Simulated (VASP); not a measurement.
# PrHRh3 (R3m) in VASP: a series of runs

The runs below take PrHRh3 through relaxation of shape and atoms at fixed volume, with PBE.

All numbers are computed with VASP 6.6.1; they aren't measurements. Logs are shortened: lines on timing, memory, paths and dates and some standing lists are left out, and cuts for length are marked.

## Step 1: The cell of the first run

The typed cell holds 5 atoms: a = 4.004 Å, b = 4.004 Å, c = 4.004 Å, α = 90.00°, β = 90.00°, γ = 90.00°.

## Step 2: Relaxation of shape and atoms at fixed volume, PBE (12.84 Å³/atom)

Contents of INCAR:

```
ALGO     = Normal         # electronic algorithm
EDIFF    = 1E-6           # SCF threshold, eV
EDIFFG   = -0.01          # ionic threshold
ENCUT    = 600            # plane-wave cutoff, eV
GGA      = PE             # functional
IBRION   = 2              # ionic algorithm
ISIF     = 4              # what is computed and relaxed
ISMEAR   = 0              # smearing method
LASPH    = T              # aspherical terms in the spheres
LCHARG   = F              # write CHGCAR
LREAL    = F              # projectors in reciprocal space
LWAVE    = F              # write WAVECAR
NELM     = 100            # most SCF steps
NSW      = 50             # ionic steps
PREC     = Accurate       # precision mode
SIGMA    = 0.1            # smearing width, eV
```

Contents of KPOINTS:

```
k-points
0
Gamma
  6 6 6
```

Contents of POSCAR:

```
PrHRh3
1.0
    2.8315714796      1.6348085560      2.3119608166
   -2.8315714796      1.6348085560      2.3119608166
    0.0000000000     -3.2696171119      2.3119608166
Pr H Rh
1 1 3
Direct
    1.0106525397      1.0106525397      1.0106525397
    0.5110347511      0.5110347511      0.5110347511
    0.5106420972      0.0106943348      0.5106420972
    0.5106420972      0.5106420972      0.0106943348
    0.0106943348      0.5106420972      0.5106420972
```

Potentials or basis: VASP PAW PBE potentials, release 64 (Pr, H, Rh_pv).

On the command line:

```sh
> cat potpaw_PBE.64/Pr/POTCAR potpaw_PBE.64/H/POTCAR potpaw_PBE.64/Rh_pv/POTCAR > POTCAR
> mpirun -np 1 vasp_std > vasp.out
```

OUTCAR:

```text
EDIFF = 1E-6
   EDIFFG = -0.01
   ENCUT = 600
   GGA = PE
   IBRION = 2
   ISIF = 4
   ISMEAR = 0
   LASPH = T
   LREAL = F
   NELM = 100
   NSW = 50
   PREC = Accurate

 ion  position               nearest neighbor table
   1  0.011  0.011  0.011-   3 2.83   5 2.83   4 2.83   3 2.83   5 2.83   5 2.83   3 2.83   4 2.83
                             4 2.83   5 2.83   3 2.83   4 2.83
   2  0.511  0.511  0.511-   4 2.00   3 2.00   5 2.00   4 2.00   3 2.00   5 2.00
   3  0.511  0.011  0.511-   2 2.00   2 2.00   4 2.83   5 2.83   1 2.83   4 2.83   4 2.83   5 2.83
                             5 2.83   1 2.83   1 2.83   1 2.83   4 2.83   5 2.83
   4  0.511  0.511  0.011-   2 2.00   2 2.00   3 2.83   5 2.83   1 2.83   3 2.83   5 2.83   3 2.83
                             5 2.83   1 2.83   1 2.83   1 2.83   3 2.83   5 2.83
   5  0.011  0.511  0.511-   2 2.00   2 2.00   4 2.83   3 2.83   1 2.83   4 2.83   4 2.83   3 2.83
                             3 2.83   1 2.83   1 2.83   1 2.83   4 2.83   3 2.83

  LATTYP: Found a simple cubic cell.
 ALAT       =     4.0044423927

  Lattice vectors:

 A1 = (   2.8315714796,   1.6348085560,   2.3119608166)
 A2 = (  -2.8315714796,   1.6348085560,   2.3119608166)
 A3 = (   0.0000000000,  -3.2696171119,   2.3119608166)

Analysis of symmetry for initial positions (statically):
=====================================================================
 Subroutine PRICEL returns:
 Original cell was already a primitive cell.

 Routine SETGRP: Setting up the symmetry group for a
 simple cubic supercell.

 Subroutine GETGRP returns: Found  6 space group operations
 (whereof  6 operations were pure point group operations)
 out of a pool of 48 trial point group operations.

The static configuration has the point symmetry C_3v.

Analysis of symmetry for dynamics (positions and initial velocities):
=====================================================================
 Subroutine PRICEL returns:
 Original cell was already a primitive cell.

 Routine SETGRP: Setting up the symmetry group for a
 simple cubic supercell.

 Subroutine GETGRP returns: Found  6 space group operations
 (whereof  6 operations were pure point group operations)
 out of a pool of 48 trial point group operations.

The dynamic configuration has the point symmetry C_3v.

 Subroutine INISYM returns: Found  6 space group operations
 (whereof  6 operations are pure point group operations),
 and found     1 'primitive' translations

----------------------------------------------------------------------------------------

                                     Primitive cell

  volume of cell :      64.2135

  direct lattice vectors                    reciprocal lattice vectors
     2.831571480  1.634808556  2.311960817     0.176580391  0.101948736  0.144177761
    -2.831571480  1.634808556  2.311960817    -0.176580391  0.101948736  0.144177761
     0.000000000 -3.269617112  2.311960817     0.000000000 -0.203897473  0.144177761

  length of vectors
     4.004442393  4.004442393  4.004442393     0.249722658  0.249722658  0.249722658

  position of ions in fractional coordinates (direct lattice)
     0.010652540  0.010652540  0.010652540
     0.511034751  0.511034751  0.511034751
     0.510642097  0.010694335  0.510642097
     0.510642097  0.510642097  0.010694335
     0.010694335  0.510642097  0.510642097

  ion indices of the primitive-cell ions
   primitive index   ion index
                 1           1
                 2           2
                 3           3
                 4           4
                 5           5

----------------------------------------------------------------------------------------

 KPOINTS: k-points

Automatic generation of k-mesh.
 Grid dimensions read from file:
 generate k-points for:    6    6    6

 Generating k-lattice:

  Cartesian coordinates                     Fractional coordinates (reciprocal lattice)
     0.029430065  0.016991456  0.024029627     0.166666667 -0.000000000  0.000000000
    -0.029430065  0.016991456  0.024029627    -0.000000000  0.166666667  0.000000000
     0.000000000 -0.033982912  0.024029627     0.000000000  0.000000000  0.166666667

  Length of vectors
     0.041620443  0.041620443  0.041620443

  Shift w.r.t. Gamma in fractional coordinates (k-lattice)
     0.000000000  0.000000000  0.000000000

 Subroutine IBZKPT returns following result:
 ===========================================

 Found     32 irreducible k-points:

 Following reciprocal coordinates:
            Coordinates               Weight
  0.000000  0.000000  0.000000      1.000000
  0.166667  0.000000  0.000000      6.000000
  0.333333 -0.000000  0.000000      6.000000
  0.500000  0.000000  0.000000      3.000000
  0.166667  0.166667  0.000000      6.000000
 -0.166667  0.166667  0.000000      6.000000
[... 16 lines left out ...]
 -0.166667  0.333333  0.333333      6.000000
  0.500000  0.333333  0.166667     12.000000
 [... further k-points ...]
   k-points           NKPTS =     32   k-points in BZ     NKDIM =     32   number of bands    NBANDS=     35
   number of dos      NEDOS =    301   number of ions     NIONS =      5
   total plane-waves  NPLWV =  32768
   dimension x,y,z NGX =    32 NGY =   32 NGZ =   32
   dimension x,y,z NGXF=    64 NGYF=   64 NGZF=   64
   ions per type =               1   1   3
   NGX,Y,Z   is equivalent  to a cutoff of  13.28, 13.28, 13.28 a.u.
   NGXF,Y,Z  is equivalent  to a cutoff of  26.57, 26.57, 26.57 a.u.
 SYSTEM =  unknown system
   PREC   = accura    normal or accurate (medium, high low for compatibility)
   ISTART =      0    job   : 0-new  1-cont  2-samecut
   ICHARG =      2    charge: 1-file 2-atom 10-const
   ISPIN  =      1    spin polarized calculation?
   LNONCOLLINEAR =      F non collinear calculations
   LSORBIT =      F    spin-orbit coupling
   LASPH  =      T    aspherical Exc in radial PAW
   ENCUT  =  600.0 eV  44.10 Ry    6.64 a.u.   8.00  8.00  8.00*2*pi/ulx,y,z
   NELM   =    100;   NELMIN=  2; NELMDL= -5     # of ELM steps
   EDIFF  = 0.1E-05   stopping-criterion for ELM
   LREAL  =      F    real-space projection
   EDIFFG = -.1E-01   stopping-criterion for IOM
   NSW    =     50    number of steps for IOM
   IBRION =      2    ionic relax: 0-MD 1-quasi-New 2-CG
   NFREE  =      1    steps in history (QN), initial steepest desc. (CG)
   ISIF   =      4    stress and relaxation
   ISYM   =      2    0-nonsym 1-usesym 2-fastsym
   POTIM  = 0.5000    time-step for ionic-motion
   TEBEG  =    0.0;   TEEND  =   0.0 temperature during run
   PSTRESS=    0.0 pullay stress
   NELECT =      59.0000    total number of electrons
   NUPDOWN=      -1.0000    fix difference up-down
   EMIN   =  10.00;   EMAX   =-10.00  energy-range for DOS
   EFERMI =   0.00;   METHOD = LEGACY
   ISMEAR =     0;   SIGMA  =   0.10  broadening in eV -4-tet -1-fermi 0-gaus
   EFERMI_NEDOS =   21; number of points for ismear=-14 and -15
   IALGO  =     38    algorithm
   IMIX   =      4    mixing-type and parameters
     AMIX     =   0.40;   BMIX     =  1.00
     AMIX_MAG =   1.60;   BMIX_MAG =  1.00
  volume/ion in A,a.u.               =      12.84        86.67
  Fermi-wavevector in a.u.,A,eV,Ry     =   1.591537  3.007569 34.463429  2.532991
  Thomas-Fermi vector in A             =   2.690062
   LORBIT       =      0    0 simple, 1 ext, 2 COOP (PROOUT), +10 PAW based schemes
   GGA     = PE    functional components
   LHFCALC =     F    Hartree Fock is set to
   AEXX    =    0.0000 exact exchange contribution
   IVDW    =     0    specifies the selected vdW correction
   LEPSILON=     F    determine dielectric tensor
   LRPA    =     F    only Hartree local field effects (RPA)
 conjugate gradient relaxation of ions
 non-spin polarized calculation
 Gauss-broadening in eV      SIGMA  =   0.10
  energy-cutoff  :      600.00
  volume of cell :       64.21
 maximum number of plane-waves:      2176
   NGX = 15   NGY = 15   NGZ = 15

 number of electron      59.0000012 magnetization

 Free energy of the ion-electron system (eV)
  ---------------------------------------------------
  ext. energy  EPLUGINS =         0.00000000
  ---------------------------------------------------
  free energy    TOTEN  =       -32.68429643 eV

  energy without entropy =      -32.63138551  energy(sigma->0) =      -32.65784097

 E-fermi :  11.1980     XC(G=0): -13.4513

 val. band max:       11.1859112257   @ k =   0.5000   0.5000   0.5000
 cond. band min:      11.2040163051   @ k =   0.5000   0.1667   0.0000
 fundamental gap:      0.0181050794
 Fermi energy:        11.1979642461

 k-point     1 :       0.0000    0.0000    0.0000
  band No.  band energies     occupation
      1     -35.3101      2.00000
      2     -35.3101      2.00000
      3     -35.3101      2.00000
      4     -35.0916      2.00000
      5     -35.0916      2.00000
      6     -35.0916      2.00000
[... 27 lines left out ...]
     34      11.7319      0.00000
     35      11.7319      0.00000

 k-point     2 :       0.1667    0.0000    0.0000
  band No.  band energies     occupation
      1     -35.2989      2.00000
      2     -35.2989      2.00000
      3     -35.2922      2.00000
      4     -35.0952      2.00000
      5     -35.0952      2.00000
      6     -35.0926      2.00000
[... 27 lines left out ...]
     34      11.5254      0.00000
     35      11.5254      0.00000

 k-point     3 :       0.3333   -0.0000    0.0000
  band No.  band energies     occupation
      1     -35.2726      2.00000
      2     -35.2726      2.00000
      3     -35.2419      2.00000
      4     -35.1071      2.00000
      5     -35.1071      2.00000
      6     -35.0946      2.00000
[... 27 lines left out ...]
     34      11.4806      0.00006
     35      11.6365      0.00000
[... 723 lines left out ...]
 k-point    23 :      -0.1667    0.3333    0.3333
  band No.  band energies     occupation
      1     -35.3462      2.00000
      2     -35.2211      2.00000
      3     -35.1866      2.00000
      4     -35.1839      2.00000
      5     -35.1398      2.00000
      6     -35.0985      2.00000
[... 27 lines left out ...]
     34      11.5006      0.00002
     35      11.5413      0.00000

 k-point    24 :       0.5000    0.3333    0.1667
  band No.  band energies     occupation
      1     -35.3503      2.00000
      2     -35.2387      2.00000
      3     -35.1852      2.00000
      4     -35.1798      2.00000
      5     -35.1464      2.00000
      6     -35.0658      2.00000
[... 27 lines left out ...]
     34      11.4659      0.00015
     35      11.5498      0.00000

 [... further k-points ...]

------------------------ aborting loop because EDIFF is reached ----------------------------------------

  FORCE on cell =-STRESS in cart. coord.  units (eV):
  Direction    XX          YY          ZZ          XY          YZ          ZX
  --------------------------------------------------------------------------------------
  -------------------------------------------------------------------------------------
  Total        4.9152530      4.9152530      4.9158532     -0.0000000      0.0000000      0.0000000
  in kB      122.6394817    122.6394817    122.6544570     -0.0000000      0.0000000      0.0000000
  external PRESSURE =     122.6444734 kB  Pullay stress =       0.0000000 kB

 VOLUME and BASIS-vectors are now :
 -----------------------------------------------------------------------------
  energy-cutoff  :      600.00
  volume of cell :       64.21
      direct lattice vectors                 reciprocal lattice vectors
     2.831571480  1.634808556  2.311960817     0.176580391  0.101948736  0.144177761
    -2.831571480  1.634808556  2.311960817    -0.176580391  0.101948736  0.144177761
     0.000000000 -3.269617112  2.311960817     0.000000000 -0.203897473  0.144177761

 POSITION                                       TOTAL-FORCE (eV/Angst)
 -----------------------------------------------------------------------------------
      0.00000      0.00000      0.07388         0.000000      0.000000      0.001230
      0.00000      0.00000      3.54448         0.000000     -0.000000     -0.000900
      1.41564     -0.81732      2.38589         0.000369     -0.000213     -0.000110
      0.00000      1.63464      2.38589         0.000000      0.000426     -0.000110
     -1.41564     -0.81732      2.38589        -0.000369     -0.000213     -0.000110
 -----------------------------------------------------------------------------------
    total drift:                               -0.000000      0.000009     -0.000648

  FREE ENERGIE OF THE ION-ELECTRON SYSTEM (eV)
  ---------------------------------------------------
  free  energy   TOTEN  =       -32.6842964274 eV

  energy  without entropy=      -32.6313855088  energy(sigma->0) =      -32.65784097

 reached required accuracy - stopping structural energy minimisation
```

Wall time 3 min (1 thread of Intel Xeon Platinum 8375C at 2.90GHz (Ice Lake), shared host); peak memory 0.24 GiB.

Results:

```
Free energy             : -32.6843 eV
Pressure after relaxing : 12.3 GPa
Band gap on the k mesh  : zero (an odd number of electrons rules out a gap without spin polarisation)
```

Final structure:
```
CELL_PARAMETERS angstrom
2.83157 1.63481 2.31196
-2.83157 1.63481 2.31196
0.00000 -3.26962 2.31196
ATOMIC_POSITIONS crystal
Pr 0.01065 0.01065 0.01065
H 0.51103 0.51103 0.51103
Rh 0.51064 0.01069 0.51064
Rh 0.51064 0.51064 0.01069
Rh 0.01069 0.51064 0.51064
```

Caveat: spin-orbit coupling is left out, which moves the levels of the heavy elements; semilocal functionals describe open f shells poorly, which spoils levels, moments and volumes.

[end of part 1 of 2]
